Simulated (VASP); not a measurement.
# In (P6_3/mmc) in VASP: notebook, part 2 of 2

VASP 6.6.1. The steps go on from the part before.

## 4. Single point, LDA

This run uses another cell than the first one, of the same volume but with other edges.

INCAR reads:

```
PREC = Accurate ; ENCUT = 520
EDIFF = 1E-6 ; ISMEAR = 0
SIGMA = 0.15 ; LREAL = False
LASPH = True ; NELM = 100
ALGO = Fast ; ISIF = 2
LWAVE = False ; LCHARG = False
GGA = CA ; NBANDS = 20
```

KPOINTS reads:

```
Automatic mesh
0
Gamma
  18 18 10
```

POSCAR reads:

```
In
1.0
    3.4294911602      0.0000000000      0.0000000000
   -1.7147455801      2.9700264668      0.0000000000
    0.0000000000      0.0000000000      5.2112581903
In
2
Direct
    0.3333333333      0.6666666667      0.2500000000
    0.6666666667      0.3333333333      0.7500000000
```

Potentials or basis: VASP PAW LDA potentials, release 64 (In_d).

Run with:

```sh
$ cat potpaw_LDA.64/In_d/POTCAR > POTCAR
$ mpirun -np 1 vasp_std > vasp.out
```

OUTCAR:

```text
PREC = Accurate
   ENCUT = 520
   EDIFF = 1E-6
   ISMEAR = 0
   LREAL = False
   LASPH = True
   NELM = 100
   ISIF = 2
   GGA = CA

 ion  position               nearest neighbor table
   1  0.333  0.667  0.250-   2 3.27   2 3.27   2 3.27   2 3.27   2 3.27   2 3.27
   2  0.667  0.333  0.750-   1 3.27   1 3.27   1 3.27   1 3.27   1 3.27   1 3.27

  LATTYP: Found a hexagonal cell.
 ALAT       =     3.4294911602
 C/A-ratio  =     1.5195426805

  Lattice vectors:

 A1 = (   3.4294911602,   0.0000000000,   0.0000000000)
 A2 = (  -1.7147455801,   2.9700264668,   0.0000000000)
 A3 = (   0.0000000000,   0.0000000000,   5.2112581903)

Analysis of symmetry for initial positions (statically):
=====================================================================
 Subroutine PRICEL returns:
 Original cell was already a primitive cell.

 Routine SETGRP: Setting up the symmetry group for a
 hexagonal supercell.

 Subroutine GETGRP returns: Found 24 space group operations
 (whereof 12 operations were pure point group operations)
 out of a pool of 24 trial point group operations.

The static configuration has the point symmetry D_3d.
[... 155 lines left out ...]
 number of electron      25.9999992 magnetization

 Free energy of the ion-electron system (eV)
  ---------------------------------------------------
  ext. energy  EPLUGINS =         0.00000000
  ---------------------------------------------------
  free energy    TOTEN  =        -6.37722666 eV

  energy without entropy =       -6.36590938  energy(sigma->0) =       -6.37156802

 E-fermi :   7.0529     XC(G=0): -10.4559

 val. band max:        7.0507248666   @ k =   0.3889   0.2222   0.2000
 cond. band min:       7.0611111008   @ k =   0.2222   0.2222   0.4000
 fundamental gap:      0.0103862342
 Fermi energy:         7.0529469754

 k-point     1 :       0.0000    0.0000    0.0000
  band No.  band energies     occupation
      1      -7.5440      2.00000
      2      -7.4425      2.00000
      3      -7.4425      2.00000
      4      -7.4221      2.00000
      5      -7.4159      2.00000
      6      -7.4159      2.00000
[... 541 lines left out ...]
     19      15.5721      0.00000
     20      15.7787      0.00000

 [... further k-points ...]
[... 5 lines left out ...]
  --------------------------------------------------------------------------------------
  -------------------------------------------------------------------------------------
  Total       -0.9584197     -0.9584197     -0.6702861      0.0000000     -0.0000000      0.0000000
  in kB      -28.9290194    -28.9290194    -20.2319710      0.0000000     -0.0000000      0.0000000
  external PRESSURE =     -26.0300033 kB  Pullay stress =       0.0000000 kB

 VOLUME and BASIS-vectors are now :
 -----------------------------------------------------------------------------
  energy-cutoff  :      520.00
  volume of cell :       53.08
      direct lattice vectors                 reciprocal lattice vectors
     3.429491160  0.000000000  0.000000000     0.291588447  0.168348668  0.000000000
    -1.714745580  2.970026467  0.000000000     0.000000000  0.336697336  0.000000000
     0.000000000  0.000000000  5.211258190     0.000000000  0.000000000  0.191892239

 POSITION                                       TOTAL-FORCE (eV/Angst)
 -----------------------------------------------------------------------------------
     -0.00000      1.98002      1.30281        -0.000000      0.000000      0.000000
      1.71475      0.99001      3.90844         0.000000     -0.000000      0.000000
 -----------------------------------------------------------------------------------
    total drift:                               -0.000000      0.000000     -0.000000

  FREE ENERGIE OF THE ION-ELECTRON SYSTEM (eV)
  ---------------------------------------------------
  free  energy   TOTEN  =        -6.3772266637 eV

  energy  without entropy=       -6.3659093761  energy(sigma->0) =       -6.37156802
```

OSZICAR:

```text
N       E                     dE             d eps       ncg     rms          rms(c)
DAV:   1     0.212245333517E+03    0.21225E+03   -0.13123E+04  8932   0.181E+03
DAV:   2     0.963190230305E+01   -0.20261E+03   -0.19889E+03  8972   0.375E+02
DAV:   3    -0.596151691336E+01   -0.15593E+02   -0.15497E+02 10360   0.120E+02
DAV:   4    -0.641740773615E+01   -0.45589E+00   -0.45562E+00 10424   0.224E+01
DAV:   5    -0.644324184829E+01   -0.25834E-01   -0.25833E-01 12872   0.447E+00    0.343E+00
RMM:   6    -0.639023168794E+01    0.53010E-01   -0.81678E-02 10410   0.372E+00    0.176E+00
RMM:   7    -0.637776531934E+01    0.12466E-01   -0.33092E-02 10074   0.180E+00    0.299E-01
RMM:   8    -0.637704823839E+01    0.71708E-03   -0.56641E-03 12527   0.112E+00    0.150E-01
RMM:   9    -0.637719833554E+01   -0.15010E-03   -0.15285E-03 13169   0.335E-01    0.312E-01
RMM:  10    -0.637728622497E+01   -0.87889E-04   -0.46126E-04 11533   0.214E-01    0.155E-01
RMM:  11    -0.637724918761E+01    0.37037E-04   -0.18323E-04 12324   0.183E-01    0.109E-01
RMM:  12    -0.637725354829E+01   -0.43607E-05   -0.81707E-05 13061   0.718E-02    0.115E-01
RMM:  13    -0.637725429340E+01   -0.74511E-06   -0.15682E-05  9587   0.287E-02    0.126E-01
RMM:  14    -0.637724584627E+01    0.84471E-05   -0.35950E-06  7042   0.257E-02    0.100E-01
RMM:  15    -0.637722664577E+01    0.19200E-04   -0.60233E-05 12875   0.105E-01    0.815E-03
RMM:  16    -0.637722666374E+01   -0.17970E-07   -0.12684E-06  5089   0.980E-03
   1 F= -.63772267E+01 E0= -.63715680E+01  d E =-.113173E-01
```

stdout:

```text
POSCAR found type information on POSCAR In
 POSCAR found :  1 types and       2 ions
 scaLAPACK will be used
 LDA part: xc-table for (Slater(with rela. corr.)+CA(PZ))
 , standard interpolation
 POSCAR, INCAR and KPOINTS ok, starting setup
 FFT: planning ... GRIDC
 FFT: planning ... GRID_SOFT
 FFT: planning ... GRID
 WAVECAR not read
 entering main loop
WARNING in EDDRMM: call to ZHEGV failed, returncode =   8  4     20
WARNING in EDDRMM: call to ZHEGV failed, returncode =   6  3     19
WARNING in EDDRMM: call to ZHEGV failed, returncode =   6  3     20
```

Wall time 6.2 min (1 thread of Intel Xeon 8259CL, shared host); peak memory 0.29 GiB.

Results:

* Free energy: -6.3772 eV
* Pressure: -2.6 GPa
* Band gap on the k mesh: zero (bands 13 and 14 overlap by 7.01 eV)

Stress tensor (GPa, compression positive):
```
-2.89  0.00  0.00
 0.00 -2.89  0.00
 0.00  0.00 -2.02
```

Levels at points of the mesh, in eV from the Fermi level:
| k point | band 11 | band 12 | band 13 | band 14 | band 15 | band 16 |
| --- | --- | --- | --- | --- | --- | --- |
| (0.00, 0.00, 0.00) | -9.47 | -3.58 | -3.02 | 7.23 | 7.23 | 9.27 |
| (0.50, 0.00, 0.00) | -5.21 | -4.33 | 0.55 | 0.96 | 0.96 | 3.13 |
| (0.00, 0.00, 0.50) | -7.96 | -7.96 | 4.22 | 4.22 | 8.38 | 8.38 |
| (0.50, 0.00, 0.50) | -3.80 | -3.80 | -2.61 | -2.61 | 5.06 | 5.06 |

Caveat: spin-orbit coupling is left out, which moves the levels of the heavy elements.

## 5. Single point, LDA

This run uses another cell than the first one, of the same volume but with other edges.

INCAR reads:

```
ALGO     = Fast           # electronic algorithm
EDIFF    = 1E-6           # SCF threshold, eV
ENCUT    = 520            # plane-wave cutoff, eV
GGA      = CA             # functional
ISIF     = 2              # what is computed and relaxed
ISMEAR   = 0              # smearing method
LASPH    = True           # aspherical terms in the spheres
LCHARG   = False          # write CHGCAR
LREAL    = False          # projectors in reciprocal space
LWAVE    = False          # write WAVECAR
NBANDS   = 20             # bands
NELM     = 80             # most SCF steps
PREC     = Accurate       # precision mode
SIGMA    = 0.15           # smearing width, eV
```

KPOINTS reads:

```
k-points
0
Gamma
  18 18 10
```

POSCAR reads:

```
In
1.0
    3.2311818586      0.0000000000      0.0000000000
   -1.6155909293      2.7982855738      0.0000000000
    0.0000000000      0.0000000000      5.8705550182
In
2
Direct
    0.3333333333      0.6666666667      0.2500000000
    0.6666666667      0.3333333333      0.7500000000
```

Run with:

```sh
$ cat potpaw_LDA.64/In_d/POTCAR > POTCAR
$ mpirun -np 1 vasp_std > vasp.out
```

It took 4.8 min on 1 thread of Intel Xeon 8259CL, shared host; peak memory 0.29 GiB.

The run converged. Its results:

| Quantity | Value |
| --- | --- |
| Free energy | -6.3693 eV |
| Pressure | -2.5 GPa |
| Band gap on the k mesh | zero (bands 13 and 14 overlap by 5.50 eV) |

Stress tensor (GPa, compression positive):
```
-1.83  0.00  0.00
 0.00 -1.83  0.00
 0.00  0.00 -4.00
```

Levels at points of the mesh, in eV from the Fermi level:
| k point | band 10 | band 11 | band 12 | band 13 | band 14 | band 15 | band 16 | band 17 |
| --- | --- | --- | --- | --- | --- | --- | --- | --- |
| (0.00, 0.00, 0.00) | -14.26 | -9.49 | -5.47 | -3.60 | 7.92 | 9.56 | 9.56 | 11.15 |
| (0.50, 0.00, 0.00) | -14.15 | -4.44 | -3.86 | -0.50 | -0.36 | 0.96 | 2.87 | 4.91 |
| (0.00, 0.00, 0.50) | -14.30 | -8.31 | -8.31 | 1.55 | 1.55 | 10.38 | 10.38 | 10.38 |
| (0.50, 0.00, 0.50) | -14.16 | -3.35 | -3.35 | -2.61 | -2.61 | 5.17 | 5.17 | 6.16 |

Caveat: spin-orbit coupling is left out, which moves the levels of the heavy elements.

## 6. Single point, LDA

This run uses another cell than the first one, of the same volume but with other edges.

INCAR reads:

```
PREC = Accurate ; ENCUT = 520
EDIFF = 1E-7 ; ISMEAR = 0
SIGMA = 0.15 ; LREAL = F
LASPH = T ; NELM = 100
ALGO = Fast ; ISIF = 2
LWAVE = F ; LCHARG = F
NBANDS = 20
```

KPOINTS reads:

```
regular mesh
0
Gamma
  18 18 10
```

POSCAR reads:

```
In
1.0
    3.3811820329      0.0000000000      0.0000000000
   -1.6905910165      2.9281895353      0.0000000000
    0.0000000000      0.0000000000      5.3612352099
In
2
Direct
    0.3333333333      0.6666666667      0.2500000000
    0.6666666667      0.3333333333      0.7500000000
```

Potentials or basis: VASP PAW LDA potentials, release 64 (In_d).

Run with:

```sh
$ cat potpaw_LDA.64/In_d/POTCAR > POTCAR
$ mpirun -np 1 vasp_std > vasp.out
```

Run time: 7 min. Hardware: 1 thread of Intel Xeon 8259CL, shared host; peak memory 0.29 GiB.

Results (log left out):

| Item | Value |
| --- | --- |
| Free energy | -6.3845 eV |
| Pressure | -2.8 GPa |
| Band gap on the k mesh | zero (bands 13 and 14 overlap by 6.52 eV) |

Stress tensor (GPa, compression positive):
```
-2.94  0.00  0.00
 0.00 -2.94  0.00
 0.00  0.00 -2.44
```

Levels at points of the mesh, in eV from the Fermi level:
```tsv
k point	band 9	band 10	band 11	band 12	band 13	band 14	band 15	band 16	band 17	band 18
(0.00, 0.00, 0.00)	-14.24	-14.24	-9.48	-4.07	-3.20	7.75	7.75	9.68	9.68	10.68
(0.50, 0.00, 0.00)	-14.21	-14.20	-5.05	-4.23	0.26	0.60	0.91	3.02	3.68	7.27
(0.00, 0.00, 0.50)	-14.31	-14.31	-8.05	-8.05	3.51	3.51	8.81	8.81	8.81	8.81
(0.50, 0.00, 0.50)	-14.22	-14.22	-3.72	-3.72	-2.62	-2.62	5.29	5.29	6.31	6.31
```

Caveat: spin-orbit coupling is left out, which moves the levels of the heavy elements.

## 7. Overview

| cell | further INCAR settings | gap on the mesh (eV) | pressure (GPa) |
| --- | --- | --- | --- |
| a = 3.521, b = 3.521, c = 4.943 Å, angles 90.0, 90.0, 120.0°, 2 atoms | ALGO = Fast; EDIFF = 1e-06; NBANDS = 20 | none | -2.2 |
| a = 3.139, b = 3.139, c = 6.221 Å, angles 90.0, 90.0, 120.0°, 2 atoms | ALGO = Fast; EDIFF = 1e-07; NBANDS = 20 | none | -1.5 |
| a = 3.429, b = 3.429, c = 5.211 Å, angles 90.0, 90.0, 120.0°, 2 atoms | ALGO = Fast; EDIFF = 1e-06; NBANDS = 20 | none | -2.6 |
| a = 3.231, b = 3.231, c = 5.871 Å, angles 90.0, 90.0, 120.0°, 2 atoms | ALGO = Fast; EDIFF = 1e-06; NBANDS = 20 | none | -2.5 |
| a = 3.381, b = 3.381, c = 5.361 Å, angles 90.0, 90.0, 120.0°, 2 atoms | ALGO = Fast; EDIFF = 1e-07; NBANDS = 20 | none | -2.8 |

Alike in all rows: task single point; level LDA; potentials or basis VASP PAW LDA potentials, release 64 (In_d); no spin polarisation; k mesh 18 × 18 × 10; cutoff (eV) 520; smearing gaussian 0.15 eV.

Caveats: spin-orbit coupling is left out, which moves the levels of the heavy elements.

Total energies depend on the potentials used, so only differences within one code and one set of settings carry meaning.
